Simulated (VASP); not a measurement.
A run of VASP 6.6.1 is set up as follows.

The input INCAR:

```
SYSTEM = CuO
PREC = Accurate
ENCUT = 700
EDIFF = 1E-6
ISMEAR = 0
SIGMA = 0.05
LREAL = .FALSE.
LASPH = .TRUE.
NELM = 200
ALGO = Normal
ISIF = 2
LWAVE = .FALSE.
LCHARG = .FALSE.
ISPIN = 2
MAGMOM = 1 1 0 0
LORBIT = 11
LMAXMIX = 4
LDAU = .TRUE.
LDAUTYPE = 2
LDAUL = 2 -1
LDAUU = 4 0
LDAUJ = 0 0
LDAUPRINT = 1
GGA = PE
NBANDS = 37
GGA_COMPAT = .FALSE.
```

KPOINTS

```
Automatic mesh
0
G
  8 8 4
  0 0 0
```

Contents of POSCAR:

```
CuO
1.0
    2.3418500000     -1.7113000000      0.0000000000
    2.3418500000      1.7113000000      0.0000000000
   -0.8500274268      0.0000000000      5.0578693947
Cu O
2 2
Direct
    0.0000000000      0.5000000000      0.0000000000
    0.5000000000      0.0000000000      0.5000000000
    0.5816000000      0.4184000000      0.2500000000
    0.4184000000      0.5816000000      0.7500000000
```

Potentials or basis: VASP PAW PBE potentials, release 64 (Cu_sv_GW, O).

Command:

```console
$ cat potpaw_PBE.64/Cu_sv_GW/POTCAR potpaw_PBE.64/O/POTCAR > POTCAR
$ mpirun -np 1 vasp_std > vasp.out
```

Task: Estimate the largest force.

Result: 0.022 eV/Å.

Task: Predict the site moments.

Result: Cu +0.70; O +0.28 μB.

Forces on the atoms (eV/Å):
```
Cu   0.000  0.000  0.000
Cu   0.000  0.000  0.000
O    0.000  0.022  0.000
O    0.000 -0.022  0.000
```
